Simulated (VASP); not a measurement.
Crystal: SiO2.

```xyz
12
Lattice="4.9640 0.0000 0.0000 0.0000 4.9640 0.0000 0.0000 0.0000 6.9200" Properties=species:S:1:pos:R:3 pbc="T T T"
Si    1.4892    1.4892    0.0000
Si    0.9928    3.9712    1.7300
Si    3.4748    3.4748    3.4600
Si    3.9712    0.9928    5.1900
O     1.2162    0.4964    1.2110
O     1.9856    3.6982    2.9410
O     3.7478    4.4676    4.6710
O     2.9784    1.2658    6.4010
O     3.6982    1.9856    3.9790
O     4.4676    3.7478    2.2490
O     1.2658    2.9784    0.5190
O     0.4964    1.2162    5.7090
```

| Property | Result |
| --- | --- |
| Program | VASP 6.6.1 |
| Task | relaxation of the atoms |
| Functional | PBE |
| Potentials or basis | VASP PAW PBE potentials, release 64 (Si, O) |
| Cutoff | 520 eV |
| k mesh | 5 × 5 × 4 |
| Occupations | fermi-dirac, width 0.02 eV |
| Spin | no spin polarisation |

At the start: pressure 11.4 GPa; volume 14.21 Å³/atom.

Q: How do energy, volume and symmetry change on relaxing?

A: Over 25 steps the energy falls by 30.3 meV/atom at a fixed cell; space group P4_12_12 (No. 92, to 0.1 Å) before and after.

The path:
| step | energy change (eV) | largest force (eV/Å) | pressure (GPa) |
| --- | --- | --- | --- |
| 1 | 0.0000 | 0.8088 | 11.45 |
| 2 | -0.1483 | 0.8861 | 8.64 |
| 3 | -0.1539 | 1.0588 | 8.00 |
| 4 | -0.2214 | 0.8164 | 6.79 |
| 5 | -0.2937 | 0.2680 | 3.76 |
| 6 | -0.3007 | 0.2654 | 3.81 |
| 7 | -0.3153 | 0.3637 | 3.96 |
| 8 | -0.3156 | 0.5656 | 4.28 |
| 9 | -0.3203 | 0.4649 | 4.12 |
| 10 | -0.3260 | 0.3729 | 4.10 |
| 11 | -0.3365 | 0.1717 | 4.04 |
| 12 | -0.3267 | 0.4599 | 3.95 |
| 13 | -0.3379 | 0.1988 | 4.02 |
| 14 | -0.3406 | 0.1866 | 3.88 |
| 15 | -0.3478 | 0.1564 | 3.45 |
| 16 | -0.3570 | 0.1350 | 2.60 |
| 17 | -0.3555 | 0.2392 | 0.91 |
| 18 | -0.3597 | 0.1662 | 1.85 |
| 19 | -0.3603 | 0.2212 | 1.28 |
| 20 | -0.3618 | 0.0913 | 1.54 |
| 21 | -0.3629 | 0.0449 | 1.35 |
| 22 | -0.3632 | 0.0264 | 1.17 |
| 23 | -0.3633 | 0.0365 | 1.15 |
| 24 | -0.3633 | 0.0263 | 1.15 |
| 25 | -0.3634 | 0.0126 | 1.18 |

Final structure:
```
CELL_PARAMETERS angstrom
4.96400 0.00000 0.00000
0.00000 4.96400 0.00000
0.00000 0.00000 6.92000
ATOMIC_POSITIONS crystal
Si 0.30675 0.30675 0.00000
Si 0.19325 0.80675 0.25000
Si 0.69325 0.69325 0.50000
Si 0.80675 0.19325 0.75000
O 0.23623 0.11883 0.18588
O 0.38117 0.73623 0.43588
O 0.76377 0.88117 0.68588
O 0.61883 0.26377 0.93588
O 0.73623 0.38117 0.56412
O 0.88117 0.76377 0.31412
O 0.26377 0.61883 0.06412
O 0.11883 0.23623 0.81412
```
